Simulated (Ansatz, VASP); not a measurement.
One calculation of TaF3, two programs

INCAR

```
PREC     = Accurate       # precision mode
ENCUT    = 520            # plane-wave cutoff, eV
EDIFF    = 1E-6           # SCF threshold, eV
ISMEAR   = 0              # smearing method
SIGMA    = 0.15           # smearing width, eV
LREAL    = F              # projectors in reciprocal space
LASPH    = T              # aspherical terms in the spheres
NELM     = 60             # most SCF steps
ALGO     = Normal         # electronic algorithm
ISIF     = 2              # what is computed and relaxed
LWAVE    = F              # write WAVECAR
LCHARG   = T              # write CHGCAR
GGA      = PE             # functional
LELF     = T              # ELF
LVHAR    = T            
NBANDS   = 24             # bands
```

The input KPOINTS:

```
Automatic mesh
0
Gamma
  12 12 12
```

POSCAR

```
TaF3
1.0
    3.7841640000      0.0000000000      0.0000000000
    0.0000000000      3.7841640000      0.0000000000
    0.0000000000      0.0000000000      3.9597180000
Ta F
1 3
Direct
    0.0000000000      0.0000000000      0.0000000000
    0.5000000000      0.0000000000      0.0000000000
    0.0000000000      0.5000000000      0.0000000000
    0.0000000000      0.0000000000      0.5000000000
```

Input for Ansatz:

```yaml
crystal:
  lattice:
    - [3.784164, 0.0, 0.0]
    - [0.0, 3.784164, 0.0]
    - [0.0, 0.0, 3.959718]
  atoms:
    - { symbol: Ta, position: [0.0, 0.0, 0.0] }
    - { symbol: F, position: [0.5, 0.0, 0.0] }
    - { symbol: F, position: [0.0, 0.5, 0.0] }
    - { symbol: F, position: [0.0, 0.0, 0.5] }
basis:
  ecutwfc: 420
kpoints:
  mp_grid: { grid: [12, 12, 12] }
hamiltonian:
  xc: pbe
scf:
  occupations: { method: gaussian, width: 0.15 }
output:
  forces: true
  stress: true
  eigenvalues: true
```

Change from the starting cell: strain -0.030 along x and y, +0.015 along z, atoms carried along.

Alike in both runs: task single point; functional PBE; k mesh 12 × 12 × 12; occupations gaussian, width 0.15 eV; no spin polarisation.

```csv
,VASP,Ansatz
version,VASP 6.6.1,Ansatz 0.2.0
potentials or method,"VASP PAW PBE potentials, release 64 (Ta_pv, F), cutoff 520 eV","scalar-relativistic, plane waves, PAW"
valence electrons in the cell,32,34
```

|  | VASP | Ansatz | Ansatz less VASP |
| --- | --- | --- | --- |
| gap on the k mesh at the Fermi level (eV) | none | none | - |
| pressure (GPa) | 37.7 | 37.0 | -0.71 |
| traceless stress, the component that is largest in VASP (GPa) | -15.01 | -14.70 | +0.315 |

A gap of «none» marks a metal or a gap that the smearing closes. Both programs put the cell under a high pressure, so it lies far from rest at this level. VASP's potentials hold 32 valence electrons a cell and Ansatz's 34, so a difference there can come from the potentials and not from the codes.

Neither program's run includes spin-orbit coupling.
